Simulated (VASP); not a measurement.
# Nb in VASP: single point with PBEsol

Aim: the single point of Nb with PBEsol.

Program: VASP 6.6.1. These are calculated values, not measurements. Logs are shortened: lines on timing, memory, paths and dates and some standing lists are left out, and cuts for length are marked.

## 1. The cell of the first run

The cell holds a slab with vacuum, 3 atoms: a = 3.272 Å, b = 3.272 Å, c = 19.272 Å, α = 90.00°, β = 90.00°, γ = 90.00°.

## 2. Single point, PBEsol, non-collinear spin, zero start, spin-orbit coupling

File INCAR:

```
SYSTEM = Nb
PREC = Accurate
ENCUT = 400
EDIFF = 1E-6
ISMEAR = -1
SIGMA = 0.05
LREAL = .FALSE.
LASPH = .TRUE.
NELM = 200
ALGO = Normal
ISIF = 2
LWAVE = .FALSE.
LCHARG = .FALSE.
MAGMOM = 0 0 0 0 0 0 0 0 0
LORBIT = 11
LSORBIT = .TRUE.
GGA_COMPAT = .FALSE.
LORBMOM = .TRUE.
LMAXMIX = 4
LDIPOL = .TRUE.
IDIPOL = 3
DIPOL = 0.5 0.5 0.500
GGA = PS
NBANDS = 52
NELMDL = -8
```

File KPOINTS:

```
regular mesh
0
G
  10 10 1
  0 0 0
```

File POSCAR:

```
Nb
1.0
    3.2722439174      0.0000000000      0.0000000000
    0.0000000000      3.2722439174      0.0000000000
    0.0000000000      0.0000000000     19.2722000000
Nb
3
Direct
    0.0000000000      0.0000000000      0.4258375869
    0.5000000000      0.5000000000      0.5000000343
    0.0000000000      0.0000000000      0.5741623788
```

Potentials or basis: VASP PAW PBE potentials, release 64 (Nb_sv).

The run is started by

```
cat potpaw_PBE.64/Nb_sv/POTCAR > POTCAR
mpirun -np 1 vasp_ncl > vasp.out
```

OUTCAR:

```text
SYSTEM = Nb
   PREC = Accurate
   ENCUT = 400
   EDIFF = 1E-6
   ISMEAR = -1
   LREAL = .FALSE.
   LASPH = .TRUE.
   NELM = 200
   ISIF = 2
   LORBIT = 11
   LSORBIT = .TRUE.
   GGA = PS
   NELMDL = -8

 ion  position               nearest neighbor table
   1  0.000  0.000  0.426-   2 2.72   2 2.72   2 2.72   2 2.72   3 2.86
   2  0.500  0.500  0.500-   3 2.72   3 2.72   3 2.72   3 2.72   1 2.72   1 2.72   1 2.72   1 2.72

   3  0.000  0.000  0.574-   2 2.72   2 2.72   2 2.72   2 2.72   1 2.86

  LATTYP: Found a simple tetragonal cell.
 ALAT       =     3.2722439174
 C/A-ratio  =     5.8895976237

  Lattice vectors:

 A1 = (   3.2722439174,   0.0000000000,   0.0000000000)
 A2 = (   0.0000000000,   3.2722439174,   0.0000000000)
 A3 = (   0.0000000000,   0.0000000000,  19.2722000000)

Analysis of symmetry for initial positions (statically):
=====================================================================
 Subroutine PRICEL returns:
 Original cell was already a primitive cell.

 Routine SETGRP: Setting up the symmetry group for a
 simple tetragonal supercell.

 Subroutine GETGRP returns: Found 16 space group operations
 (whereof 16 operations were pure point group operations)
 out of a pool of 16 trial point group operations.

The static configuration has the point symmetry D_4h.

Analysis of symmetry for dynamics (positions and initial velocities):
=====================================================================
 Subroutine PRICEL returns:
 Original cell was already a primitive cell.

 Routine SETGRP: Setting up the symmetry group for a
 simple tetragonal supercell.

 Subroutine GETGRP returns: Found 16 space group operations
 (whereof 16 operations were pure point group operations)
 out of a pool of 16 trial point group operations.

The dynamic configuration has the point symmetry D_4h.

Analysis of structural, dynamic, and magnetic symmetry:
=====================================================================
 Subroutine PRICEL returns:
 Original cell was already a primitive cell.

 Routine SETGRP: Setting up the symmetry group for a
 simple tetragonal supercell.

 Subroutine GETGRP returns: Found 16 space group operations
 (whereof 16 operations were pure point group operations)
 out of a pool of 16 trial point group operations.

The overall configuration has the point symmetry D_4h.

 Subroutine INISYM returns: Found 16 space group operations
 (whereof 16 operations are pure point group operations),
 and found     1 'primitive' translations

----------------------------------------------------------------------------------------

                                     Primitive cell

  volume of cell :     206.3586

  direct lattice vectors                    reciprocal lattice vectors
     3.272243917  0.000000000  0.000000000     0.305600690  0.000000000  0.000000000
     0.000000000  3.272243917  0.000000000     0.000000000  0.305600690  0.000000000
     0.000000000  0.000000000 19.272200000     0.000000000  0.000000000  0.051888212

  length of vectors
     3.272243917  3.272243917 19.272200000     0.305600690  0.305600690  0.051888212

  position of ions in fractional coordinates (direct lattice)
     0.000000000  0.000000000  0.425837587
     0.500000000  0.500000000  0.500000034
     0.000000000  0.000000000  0.574162379

  ion indices of the primitive-cell ions
   primitive index   ion index
                 1           1
                 2           2
                 3           3

----------------------------------------------------------------------------------------

 KPOINTS: regular mesh

Automatic generation of k-mesh.
 Grid dimensions read from file:
 generate k-points for:   10   10    1

 Generating k-lattice:

  Cartesian coordinates                     Fractional coordinates (reciprocal lattice)
[... 103 lines left out ...]
 dipolmoment           0.000000      0.000000     -0.000000 electrons x Angstroem

 Free energy of the ion-electron system (eV)
  ---------------------------------------------------
  ext. energy  EPLUGINS =         0.00000000
  ---------------------------------------------------
  free energy    TOTEN  =       -29.81233994 eV

  energy without entropy =      -29.79217341  energy(sigma->0) =      -29.80225668

 E-fermi :   0.3804     XC(G=0):  -4.3333

 val. band max:        0.3001140293   @ k =   0.2000   0.2000   0.0000
 cond. band min:       0.3837825035   @ k =   0.1000   0.1000   0.0000
 fundamental gap:      0.0836684742
 Fermi energy:         0.3804335146

 k-point     1 :       0.0000    0.0000    0.0000
  band No.  band energies     occupation
      1     -54.5323      1.00000
      2     -54.5323      1.00000
      3     -54.3991      1.00000
      4     -54.3991      1.00000
      5     -53.6433      1.00000
      6     -53.6433      1.00000
[... 1123 lines left out ...]
     50       3.6351      0.00000
     51       3.7753      0.00000
 [bands above 51 left out]

------------------------ aborting loop because EDIFF is reached ----------------------------------------

 vacuum level on the upper side and lower side of the slab       (xc-potential included)        -0.169        -0.169

  FORCE on cell =-STRESS in cart. coord.  units (eV):
  Direction    XX          YY          ZZ          XY          YZ          ZX
  --------------------------------------------------------------------------------------
  -------------------------------------------------------------------------------------
  Total       -1.9423337     -1.9423337     -0.3092757      0.0000000      0.0000000      0.0000000
  in kB      -15.0803626    -15.0803626     -2.4012299      0.0000000      0.0000000      0.0000000
  external PRESSURE =     -10.8539850 kB  Pullay stress =       0.0000000 kB

 VOLUME and BASIS-vectors are now :
 -----------------------------------------------------------------------------
  energy-cutoff  :      400.00
  volume of cell :      206.36
      direct lattice vectors                 reciprocal lattice vectors
     3.272243917  0.000000000  0.000000000     0.305600690  0.000000000  0.000000000
     0.000000000  3.272243917  0.000000000     0.000000000  0.305600690  0.000000000
     0.000000000  0.000000000 19.272200000     0.000000000  0.000000000  0.051888212

 POSITION                                       TOTAL-FORCE (eV/Angst)
 -----------------------------------------------------------------------------------
      0.00000      0.00000      8.20683        -0.000000      0.000000     -0.002766
      1.63612      1.63612      9.63610        -0.000000     -0.000000      0.000000
      0.00000      0.00000     11.06537         0.000000     -0.000000      0.002766
 -----------------------------------------------------------------------------------
    total drift:                                0.000000      0.000000     -0.000280

  FREE ENERGIE OF THE ION-ELECTRON SYSTEM (eV)
  ---------------------------------------------------
  free  energy   TOTEN  =       -29.8123399415 eV

  energy  without entropy=      -29.7921734112  energy(sigma->0) =      -29.80225668

 vacuum level on the upper side and lower side of the slab         3.924         3.924

 orbital moment (x)

 # of ion     p       d       tot
 ----------------------------------------
  1         0.000   0.000   0.000
  2         0.000  -0.000  -0.000
  3         0.000   0.000   0.000
 ----------------------------------------
            0.000   0.000   0.000

 orbital moment (y)

 # of ion     p       d       tot
 ----------------------------------------
  1         0.000  -0.000  -0.000
  2        -0.000   0.000   0.000
  3         0.000  -0.000  -0.000
 ----------------------------------------
            0.000  -0.000  -0.000

 orbital moment (z)

 # of ion     p       d       tot
 ----------------------------------------
  1         0.000  -0.000  -0.000
  2         0.000   0.000   0.000
  3         0.000   0.000   0.000
 ----------------------------------------
            0.000   0.000   0.000

 Spin-Orbit-Coupling matrix elements

 Ion:    1  E_soc:     -0.1771054
 l=   1
     0.0000000    -0.0268589    -0.0268362
    -0.0268589     0.0000000    -0.0268589
    -0.0268362    -0.0268589     0.0000000
 l=   2
     0.0000000    -0.0005831     0.0000000    -0.0005831    -0.0022165
    -0.0005831     0.0000000    -0.0015283    -0.0005612    -0.0004990
     0.0000000    -0.0015283     0.0000000    -0.0015283     0.0000000
    -0.0005831    -0.0005612    -0.0015283     0.0000000    -0.0004990
    -0.0022165    -0.0004990     0.0000000    -0.0004990     0.0000000
 l=   3
     0.0000000     0.0000000     0.0000000     0.0000000     0.0000000     0.0000000     0.0000000
     0.0000000     0.0000000     0.0000000     0.0000000     0.0000000     0.0000000     0.0000000
     0.0000000     0.0000000     0.0000000     0.0000000     0.0000000     0.0000000     0.0000000
     0.0000000     0.0000000     0.0000000     0.0000000     0.0000000     0.0000000     0.0000000
[... 29 lines left out ...]
 l=   2
     0.0000000    -0.0005831     0.0000000    -0.0005831    -0.0022165
    -0.0005831     0.0000000    -0.0015283    -0.0005612    -0.0004990
     0.0000000    -0.0015283     0.0000000    -0.0015283     0.0000000
    -0.0005831    -0.0005612    -0.0015283     0.0000000    -0.0004990
    -0.0022165    -0.0004990     0.0000000    -0.0004990     0.0000000
 l=   3
     0.0000000     0.0000000     0.0000000     0.0000000     0.0000000     0.0000000     0.0000000
     0.0000000     0.0000000     0.0000000     0.0000000     0.0000000     0.0000000     0.0000000
     0.0000000     0.0000000     0.0000000     0.0000000     0.0000000     0.0000000     0.0000000
     0.0000000     0.0000000     0.0000000     0.0000000     0.0000000     0.0000000     0.0000000
     0.0000000     0.0000000     0.0000000     0.0000000     0.0000000     0.0000000     0.0000000
     0.0000000     0.0000000     0.0000000     0.0000000     0.0000000     0.0000000     0.0000000
     0.0000000     0.0000000     0.0000000     0.0000000     0.0000000     0.0000000     0.0000000

 total charge

# of ion       s       p       d       tot
------------------------------------------
    1        2.227   5.957   2.547  10.731
    2        2.252   5.998   2.688  10.939
    3        2.227   5.957   2.547  10.731
--------------------------------------------------
tot          6.706  17.913   7.782  32.400

 magnetization (x)

# of ion       s       p       d       tot
------------------------------------------
    1        0.000   0.000  -0.000  -0.000
    2        0.000   0.000   0.000   0.000
    3        0.000   0.000  -0.000  -0.000
--------------------------------------------------
tot          0.000   0.000  -0.000  -0.000

 magnetization (y)

# of ion       s       p       d       tot
------------------------------------------
    1       -0.000  -0.000   0.000  -0.000
    2        0.000   0.000   0.000   0.000
    3       -0.000  -0.000   0.000  -0.000
--------------------------------------------------
tot         -0.000  -0.000   0.000  -0.000

 magnetization (z)

# of ion       s       p       d       tot
------------------------------------------
    1        0.000   0.000   0.000   0.000
    2       -0.000   0.000  -0.000  -0.000
    3       -0.000   0.000  -0.000  -0.000
--------------------------------------------------
tot         -0.000   0.000  -0.000  -0.000
```

Wall time 14 min (1 thread of Intel Xeon 8259CL, shared host); peak memory 0.66 GiB.

Results:

* Free energy: -29.8123 eV
* Net moment: 0.00 μB per cell
* Valence electrons inside the program's atomic spheres: Nb 10.73, 10.94 (each value once)

Forces on the atoms (eV/Å):
```
Nb   0.000  0.000 -0.003
Nb   0.000  0.000  0.000
Nb   0.000  0.000  0.003
```

Moments on the atoms (μB; x, y, z):
```
Nb  0.00 0.00 0.00
Nb  0.00 0.00 0.00
Nb  0.00 0.00 0.00
```

Caveat: the PAW data sets were made with another functional, which shifts forces and pressure a little.
